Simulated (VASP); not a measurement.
Here is a VASP 6.6.1 calculation.

INCAR

```
PREC = Accurate
ENCUT = 400
EDIFF = 1E-6
ISMEAR = -1
SIGMA = 0.0844
LREAL = Auto
LASPH = T
NELM = 120
ALGO = Normal
ISIF = 2
LWAVE = F
LCHARG = F
GGA = PE
NBANDS = 78
ISYM = -1
GGA_COMPAT = F
```

The input KPOINTS:

```
explicit points
1
Reciprocal
  0.25000000   0.25000000   0.25000000 1
```

File POSCAR:

```
Si5Ni
1.0
    7.1614510000     -0.0505580000     -0.0272950000
   -0.0505580000      7.1365650000     -0.2213880000
   -0.0272950000     -0.2213880000      7.0643700000
Si Ni
20 4
Direct
    0.7029151535      0.3933346867      0.8011435767
    0.3385808464      0.3310048126      0.8853342984
    0.8120057534      0.8695377650      0.3982166738
    0.4232447323      0.5698303381      0.1461047572
    0.7727047122      0.4710933718      0.0997030725
    0.8346574706      0.2396495784      0.4809076417
    0.9477072255      0.8430692389      0.0966097587
    0.4529391877      0.1168826481      0.5882925711
    0.8173086581      0.7991898739      0.8144885514
    0.7777388257      0.1456530278      0.1356865812
    0.9128221524      0.1248509271      0.7965892185
    0.0898505495      0.1817248652      0.1738289720
    0.1696222542      0.6462965202      0.7425170445
    0.1875682961      0.2971272121      0.5358492089
    0.4432903580      0.7802226469      0.8812119894
    0.5190458731     -0.0475081000      0.3188313514
    0.1452671539      0.9070211122      0.4911680245
    0.4832613914      0.5638320211      0.5649589791
    0.8755574700      0.5896339619      0.5584614374
    0.1006093807      0.5287288581      0.0722724542
    0.2213398533      0.5735173015      0.3880427157
    0.5613985199      0.0829101767      0.9038731962
    0.2731063250      0.8672482312      0.1551649742
    0.2379870568      0.0359749627      0.8038037761
```

Potentials or basis: VASP PAW PBE potentials, release 64 (Si, Ni).

Command:

```sh
$ cat potpaw_PBE.64/Si/POTCAR potpaw_PBE.64/Ni/POTCAR > POTCAR
$ mpirun -np 1 vasp_std > vasp.out
```

(1) What does it give for the pressure?

(2) Estimate the largest force.

Results:

(1) 4.3 GPa.

(2) 2.236 eV/Å.

Caveat: the atoms stand as in a frame of molecular dynamics.
